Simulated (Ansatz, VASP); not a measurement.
**Si2Ru2N in VASP and in Ansatz**

```
Si Ru N
1.0
    -2.12455    2.12455    4.13732
     2.12455   -2.12455    4.13732
     2.12455    2.12455   -4.13732
Si Ru N
2 2 1
Direct
  0.63460 0.63460 0.00000
  0.36540 0.36540 0.00000
  0.75000 0.25000 0.50000
  0.25000 0.75000 0.50000
  0.00000 0.00000 0.00000
```

Change from the starting cell: species swapped into the YFe2Si2 type (I4/mmm, No. 139).

Alike in both runs: functional PBE; k mesh 12 × 12 × 12; occupations gaussian, width 0.1 eV; no spin polarisation.

Ansatz relaxed the structure, and its values are those at the end. VASP's run is a single point on that final structure, the one shown.

|  | VASP | Ansatz |
| --- | --- | --- |
| version | VASP 6.6.1 | Ansatz 0.2.0 |
| potentials or method | VASP PAW PBE potentials, release 64 (Si, Ru_pv, N), cutoff 520 eV | scalar-relativistic, plane waves, PAW |
| valence electrons in the cell | 41 | 45 |

|  | VASP | Ansatz | Ansatz less VASP |
| --- | --- | --- | --- |
| gap on the k mesh at the Fermi level (eV) | none | none | - |
| pressure (GPa) | 0.0 | 0.0 | -0.01 |
| rms of the force components (eV/Å) | 0.009 | 0.000 | -0.0092 |

A gap of «none» marks a metal or a gap that the smearing closes. VASP's potentials hold 41 valence electrons a cell and Ansatz's 45, so a difference there can come from the potentials and not from the codes.
